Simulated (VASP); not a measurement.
# Zn (Fmmm) in VASP: relaxation of cell and atoms with PBE

Aim: the relaxation of cell and atoms of Zn with PBE.

Program: VASP 6.6.1. These are calculated values, not measurements. Logs are shortened: lines on timing, memory, paths and dates and some standing lists are left out, and cuts for length are marked.

### 1 The cell of the first run

It takes space group Fmmm (No. 69, orthorhombic). Conventional cell: a = 3.024 Å, b = 5.238 Å, c = 8.244 Å, α = 90.00°, β = 90.00°, γ = 90.00°. Zn (site symmetry m2m) has 3 Zn at 1.75 Å within 2.3 Å.

### 2 Relaxation of cell and atoms, PBE

File INCAR:

```
  PREC = Accurate
  ENCUT = 600
  EDIFF = 1E-7
  ISMEAR = 0
  SIGMA = 0.1
  LREAL = False
  LASPH = True
  NELM = 80
  ALGO = Fast
  ISIF = 3
  LWAVE = False
  LCHARG = False
  GGA = PE
  IBRION = 2
  NSW = 90
  EDIFFG = -0.04
```

File KPOINTS:

```
Automatic mesh
0
Gamma
  6 6 6
```

File POSCAR:

```
Zn
1.0
    0.0000000000      2.6187786658      4.1220832031
    1.5119229909      0.0000000000      4.1220832031
    1.5119229909      2.6187786658      0.0000000000
Zn
2
Direct
    0.1666700000      0.8333300000      0.1666700000
    0.8333300000      0.1666700000      0.8333300000
```

Potentials or basis: VASP PAW PBE potentials, release 64 (Zn).

Run with:

```sh
$ cat potpaw_PBE.64/Zn/POTCAR > POTCAR
$ mpirun -np 1 vasp_std > vasp.out
```

OUTCAR:

```text
PREC = Accurate
   ENCUT = 600
   EDIFF = 1E-7
   ISMEAR = 0
   LREAL = False
   LASPH = True
   NELM = 80
   ISIF = 3
   GGA = PE
   IBRION = 2
   NSW = 90
   EDIFFG = -0.04

 ion  position               nearest neighbor table
   1  0.167  0.833  0.167-   2 1.75   2 1.75   2 1.75
   2  0.833  0.167  0.833-   1 1.75   1 1.75   1 1.75

  LATTYP: Found a face centered orthorhombic cell.
 ALAT       =     3.0238459818
 B/A-ratio  =     1.7320846905
 C/A-ratio  =     2.7263843648

  Lattice vectors:

 A1 = (   0.0000000000,   2.6187786658,   4.1220832031)
 A2 = (   1.5119229909,   0.0000000000,   4.1220832031)
 A3 = (   1.5119229909,   2.6187786658,   0.0000000000)

Analysis of symmetry for initial positions (statically):
=====================================================================
 Subroutine PRICEL returns:
 Original cell was already a primitive cell.

 Routine SETGRP: Setting up the symmetry group for a
 face centered orthorhombic supercell.

 Subroutine GETGRP returns: Found  8 space group operations
 (whereof  8 operations were pure point group operations)
 out of a pool of  8 trial point group operations.

The static configuration has the point symmetry D_2h.

Analysis of symmetry for dynamics (positions and initial velocities):
=====================================================================
 Subroutine PRICEL returns:
 Original cell was already a primitive cell.

 Routine SETGRP: Setting up the symmetry group for a
 face centered orthorhombic supercell.

 Subroutine GETGRP returns: Found  8 space group operations
 (whereof  8 operations were pure point group operations)
 out of a pool of  8 trial point group operations.

The dynamic configuration has the point symmetry D_2h.

 Subroutine INISYM returns: Found  8 space group operations
 (whereof  8 operations are pure point group operations),
 and found     1 'primitive' translations

----------------------------------------------------------------------------------------

                                     Primitive cell

  volume of cell :      32.6419

  direct lattice vectors                    reciprocal lattice vectors
     0.000000000  2.618778666  4.122083203    -0.330704674  0.190928698  0.121297891
     1.511922991  0.000000000  4.122083203     0.330704674 -0.190928698  0.121297891
     1.511922991  2.618778666  0.000000000     0.330704674  0.190928698 -0.121297891

  length of vectors
     4.883602321  4.390612835  3.023890347     0.400665106  0.400665106  0.400665106

  position of ions in fractional coordinates (direct lattice)
     0.166670000  0.833330000  0.166670000
     0.833330000  0.166670000  0.833330000

  ion indices of the primitive-cell ions
   primitive index   ion index
                 1           1
                 2           2

----------------------------------------------------------------------------------------

 KPOINTS: Automatic mesh

Automatic generation of k-mesh.
 Grid dimensions read from file:
 generate k-points for:    6    6    6

 Generating k-lattice:

  Cartesian coordinates                     Fractional coordinates (reciprocal lattice)
    -0.055117446  0.031821450  0.020216315     0.166666667 -0.000000000 -0.000000000
     0.055117446 -0.031821450  0.020216315     0.000000000  0.166666667  0.000000000
     0.055117446  0.031821450 -0.020216315    -0.000000000  0.000000000  0.166666667

  Length of vectors
     0.066777518  0.066777518  0.066777518

  Shift w.r.t. Gamma in fractional coordinates (k-lattice)
     0.000000000  0.000000000  0.000000000

 Subroutine IBZKPT returns following result:
 ===========================================

 Found     46 irreducible k-points:

 Following reciprocal coordinates:
            Coordinates               Weight
  0.000000  0.000000  0.000000      1.000000
  0.166667 -0.000000  0.000000      8.000000
  0.333333  0.000000  0.000000      8.000000
  0.500000 -0.000000  0.000000      4.000000
  0.166667  0.166667  0.000000      2.000000
  0.333333  0.166667  0.000000      8.000000
[... 16 lines left out ...]
 -0.166667  0.166667  0.166667      8.000000
  0.500000  0.333333  0.166667      4.000000
 [... further k-points ...]
   k-points           NKPTS =     46   k-points in BZ     NKDIM =     46   number of bands    NBANDS=     16
   number of dos      NEDOS =    301   number of ions     NIONS =      2
   total plane-waves  NPLWV =  34560
   dimension x,y,z NGX =    40 NGY =   36 NGZ =   24
   dimension x,y,z NGXF=    80 NGYF=   72 NGZF=   48
   ions per type =               2
   NGX,Y,Z   is equivalent  to a cutoff of  13.62, 13.63, 13.19 a.u.
   NGXF,Y,Z  is equivalent  to a cutoff of  27.23, 27.26, 26.39 a.u.
 SYSTEM =  unknown system
   PREC   = accura    normal or accurate (medium, high low for compatibility)
   ISTART =      0    job   : 0-new  1-cont  2-samecut
   ICHARG =      2    charge: 1-file 2-atom 10-const
   ISPIN  =      1    spin polarized calculation?
   LNONCOLLINEAR =      F non collinear calculations
   LSORBIT =      F    spin-orbit coupling
   LASPH  =      T    aspherical Exc in radial PAW
   ENCUT  =  600.0 eV  44.10 Ry    6.64 a.u.   9.75  8.77  6.04*2*pi/ulx,y,z
   NELM   =     80;   NELMIN=  2; NELMDL= -5     # of ELM steps
   EDIFF  = 0.1E-06   stopping-criterion for ELM
   LREAL  =      F    real-space projection
   EDIFFG = -.4E-01   stopping-criterion for IOM
   NSW    =     90    number of steps for IOM
   IBRION =      2    ionic relax: 0-MD 1-quasi-New 2-CG
   NFREE  =      1    steps in history (QN), initial steepest desc. (CG)
   ISIF   =      3    stress and relaxation
   ISYM   =      2    0-nonsym 1-usesym 2-fastsym
   POTIM  = 0.5000    time-step for ionic-motion
   TEBEG  =    0.0;   TEEND  =   0.0 temperature during run
   PSTRESS=    0.0 pullay stress
   NELECT =      24.0000    total number of electrons
   NUPDOWN=      -1.0000    fix difference up-down
   EMIN   =  10.00;   EMAX   =-10.00  energy-range for DOS
   EFERMI =   0.00;   METHOD = LEGACY
   ISMEAR =     0;   SIGMA  =   0.10  broadening in eV -4-tet -1-fermi 0-gaus
   EFERMI_NEDOS =   21; number of points for ismear=-14 and -15
   IALGO  =     68    algorithm
   IMIX   =      4    mixing-type and parameters
     AMIX     =   0.40;   BMIX     =  1.00
     AMIX_MAG =   1.60;   BMIX_MAG =  1.00
  volume/ion in A,a.u.               =      16.32       110.14
  Fermi-wavevector in a.u.,A,eV,Ry     =   1.477589  2.792237 29.705162  2.183268
  Thomas-Fermi vector in A             =   2.591974
   LORBIT       =      0    0 simple, 1 ext, 2 COOP (PROOUT), +10 PAW based schemes
   GGA     = PE    functional components
   LHFCALC =     F    Hartree Fock is set to
   AEXX    =    0.0000 exact exchange contribution
   IVDW    =     0    specifies the selected vdW correction
   LEPSILON=     F    determine dielectric tensor
   LRPA    =     F    only Hartree local field effects (RPA)
 conjugate gradient relaxation of ions
 non-spin polarized calculation
 RMM-DIIS sequential band-by-band and
 Gauss-broadening in eV      SIGMA  =   0.10
  energy-cutoff  :      600.00
  volume of cell :       32.64
 maximum number of plane-waves:      1109
   NGX = 19   NGY = 17   NGZ = 13

--------------------------------------- Ionic step        1  -------------------------------------------

 number of electron      24.0000008 magnetization

 Free energy of the ion-electron system (eV)
  ---------------------------------------------------
  ext. energy  EPLUGINS =         0.00000000
  ---------------------------------------------------
  free energy    TOTEN  =         9.65630413 eV

  energy without entropy =        9.65870361  energy(sigma->0) =        9.65750387

------------------------ aborting loop because EDIFF is reached ----------------------------------------

  FORCE on cell =-STRESS in cart. coord.  units (eV):
  Direction    XX          YY          ZZ          XY          YZ          ZX
  --------------------------------------------------------------------------------------
  -------------------------------------------------------------------------------------
  Total       44.0097495     43.9822735     -0.2574165     -0.0000000      0.0000000      0.0000000
  in kB     2160.1517650   2158.8031464    -12.6348970     -0.0000000      0.0000000      0.0000000
  external PRESSURE =    1435.4400048 kB  Pullay stress =       0.0000000 kB
[... 23 lines left out ...]
--------------------------------------- Ionic step        2  -------------------------------------------

 number of electron      24.0000120 magnetization

------------------------ aborting loop EDIFF was not reached (unconverged)  ----------------------------

  FORCE on cell =-STRESS in cart. coord.  units (eV):
  Direction    XX          YY          ZZ          XY          YZ          ZX
  --------------------------------------------------------------------------------------
  -------------------------------------------------------------------------------------
  Total      -62.0702550    -62.0334800     -5.1683311      0.0000000      0.0000000      0.0000000
  in kB     -721.5491263   -721.1216277    -60.0803840      0.0000000      0.0000000      0.0000000
  external PRESSURE =    -500.9170460 kB  Pullay stress =       0.0000000 kB
[... 23 lines left out ...]
--------------------------------------- Ionic step        3  -------------------------------------------

 number of electron      23.9999998 magnetization

------------------------ aborting loop EDIFF was not reached (unconverged)  ----------------------------

  FORCE on cell =-STRESS in cart. coord.  units (eV):
  Direction    XX          YY          ZZ          XY          YZ          ZX
  --------------------------------------------------------------------------------------
  -------------------------------------------------------------------------------------
  Total      -32.7218439    -30.1969872     -6.6834432      0.0000000      0.0000000      0.0000000
  in kB     -672.8832654   -620.9627857   -137.4365430      0.0000000      0.0000000      0.0000000
  external PRESSURE =    -477.0941980 kB  Pullay stress =       0.0000000 kB
[... 938 lines left out ...]
      5      -7.2377      2.00000
      6      -6.9906      2.00000
[... 8 lines left out ...]
     15       4.4513      0.00000
     16       6.8437      0.00000

 [... further k-points ...]

[... ionic steps 4 to 42 ...]

--------------------------------------- Ionic step       43  -------------------------------------------

 number of electron      24.0000004 magnetization

------------------------ aborting loop because EDIFF is reached ----------------------------------------
[... 67 lines left out ...]
--------------------------------------- Ionic step       45  -------------------------------------------

 number of electron      24.0000004 magnetization

 Free energy of the ion-electron system (eV)
  ---------------------------------------------------
  ext. energy  EPLUGINS =         0.00000000
  ---------------------------------------------------
  free energy    TOTEN  =        -1.92989299 eV

  energy without entropy =       -1.92697245  energy(sigma->0) =       -1.92843272

 E-fermi :   2.5942     XC(G=0): -11.1694

 val. band max:        2.5064678840   @ k =   0.5000   0.1667   0.0000
 cond. band min:       2.5961680725   @ k =  -0.1667   0.5000   0.3333
 fundamental gap:      0.0897001884
 Fermi energy:         2.5941906116
[... 485 lines left out ...]
  FREE ENERGIE OF THE ION-ELECTRON SYSTEM (eV)
  ---------------------------------------------------
  free  energy   TOTEN  =        -1.9298929913 eV

  energy  without entropy=       -1.9269724493  energy(sigma->0) =       -1.92843272

 reached required accuracy - stopping structural energy minimisation
```

It took 18 min on 1 thread of AMD EPYC 9R45 (Zen 5), shared host; peak memory 0.18 GiB.

What came out:

```yaml
Free_energy: -1.9299 eV
Relaxed_volume: 16.15 Å³/atom
Relaxed_cell: a = 4.709 Å, b = 2.745 Å, c = 4.703 Å, α = 73.17°, β = 33.92°, γ = 72.91°
Space_group_after_relaxing_to_0.1_Å: I4/mmm (No. 139)
Pressure_after_relaxing: 0.0 GPa
Largest_force_after_relaxing: 0.009 eV/Å
Band_gap_on_the_k_mesh: zero (bands 12 and 13 overlap by 4.11 eV)
```

Forces in eV/Å, atoms in the order of the input:
```
Zn   0.000 -0.009  0.000
Zn   0.000  0.009  0.000
```

Stress tensor (GPa, compression positive):
```
-0.25  0.00  0.00
 0.00  0.27  0.00
 0.00  0.00  0.05
```

Final structure:
```
Zn
1.0
     0.00000    4.28663    1.94881
     1.93356    0.00000    1.94881
     1.93356    4.28663    0.00000
Zn
2
Direct
  0.14212 0.85788 0.14212
  0.85788 0.14212 0.85788
```

Caveat: the k points lie up to 0.40 Å⁻¹ apart in the final cell, too coarse for converged energies and pressures of a metal; a cell axis changed by over 15 % at a fixed basis, so the end point is rough.
